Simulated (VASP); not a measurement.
**PtS2: single point with PBE**

Crystal: PtS2.

```
CELL_PARAMETERS angstrom
3.46972 0.00000 0.00000
-1.73486 3.00487 0.00000
0.00000 0.00000 6.90301
ATOMIC_POSITIONS crystal
Pt 0.00000 0.00000 0.00000
S 0.33333 0.66667 0.18674
S 0.66667 0.33333 0.81326
```

```
Program                : VASP 6.6.1
Task                   : single point
Functional             : PBE
Potentials or basis    : VASP PAW PBE potentials, release 64 (Pt, S)
Cutoff                 : 520 eV
k mesh                 : 12 × 12 × 6
Occupations            : gaussian, width 0.05 eV
Spin                   : no spin polarisation
Dipole correction      : no
Further INCAR settings : ALGO = Normal; EDIFF = 1e-06; NBANDS = 18
```

| Item | Value |
| --- | --- |
| Pressure | 3.0 GPa |
| Largest force | 0.042 eV/Å |
| Band gap on the k mesh | 1.62 eV (least direct gap 1.77 eV) |

Forces on the atoms (eV/Å):
```
Pt   0.000  0.000  0.000
S    0.000  0.000 -0.042
S    0.000  0.000  0.042
```

Stress tensor (GPa, compression positive):
```
 4.69  0.00  0.00
 0.00  4.69  0.00
 0.00  0.00 -0.32
```

Levels at points of the mesh, in eV from the valence-band top:
| k point | band 8 | band 9 | band 10 | band 11 | band 12 | band 13 | band 14 | band 15 |
| --- | --- | --- | --- | --- | --- | --- | --- | --- |
| (0.00, 0.00, 0.00) | -1.21 | -0.70 | -0.21 | -0.21 | 3.16 | 3.16 | 5.37 | 6.14 |
| (0.50, 0.00, 0.00) | -2.16 | -1.90 | -1.79 | -1.68 | 2.85 | 2.95 | 5.52 | 6.69 |
| (0.00, 0.00, 0.50) | -1.23 | -0.99 | -0.22 | -0.22 | 3.18 | 3.18 | 5.98 | 7.11 |
| (0.50, 0.00, 0.50) | -2.16 | -1.88 | -1.70 | -1.61 | 2.91 | 2.99 | 5.28 | 6.41 |

Run time: 85 s on 1 thread of AMD EPYC 7R13 Processor (Zen 3) (shared host), peak memory 0.25 GiB.

Caveat: the stress differs along the axes, from -0 to 5 GPa; spin-orbit coupling is left out, which moves the levels of the heavy elements; this functional lacks dispersion, which binds layers or chains, so the pressure and a relaxed spacing across them are unreliable. A k mesh can miss the band edges.
